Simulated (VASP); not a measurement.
# KYSe2: single point with r2SCAN

The system is KYSe2.

```
K Se Y
1.0
     4.31975    0.00000    0.00000
     0.00000    4.31975    0.00000
     0.00000    0.00000    5.86828
K Se Y
1 2 1
Direct
  0.00000 0.00000 0.00000
  0.00000 0.00000 0.50000
  0.50000 0.50000 0.00000
  0.50000 0.50000 0.50000
```

| Property | Result |
| --- | --- |
| Program | VASP 6.6.1 |
| Task | single point |
| Functional | r2SCAN |
| Potentials or basis | VASP PAW PBE potentials, release 64 (K_sv, Se, Y_sv) |
| Cutoff | 520 eV |
| k mesh | 6 × 6 × 4 |
| Occupations | fermi-dirac, width 0.02 eV |
| Spin | no spin polarisation |

* Pressure: 0.1 GPa
* Band gap on the k mesh: 0.50 eV

Levels at points of the mesh, in eV from the valence-band top:
```tsv
k point	band 14	band 15	band 16	band 17	band 18	band 19
(0.00, 0.00, 0.00)	-0.47	0.00	0.00	0.50	2.20	2.43
(0.50, 0.00, 0.00)	-1.72	-1.67	-0.59	2.77	3.04	3.16
(0.50, 0.50, 0.00)	-1.08	-0.67	-0.67	1.23	1.23	3.12
(0.00, 0.00, 0.50)	-1.95	-0.47	-0.47	0.58	2.22	2.56
(0.50, 0.00, 0.50)	-2.49	-0.95	-0.85	3.21	3.75	3.81
(0.50, 0.50, 0.50)	-1.85	-1.40	-1.40	3.01	3.01	3.27
```

Run time: 3.8 min on 1 thread of Oxide Virtual Turin-like Processor (shared host), peak memory 0.25 GiB.

Caveat: semilocal functionals underestimate gaps, and a narrow one can read as zero; the PAW data sets were made with another functional, which shifts forces and pressure a little. A k mesh can miss the band edges.
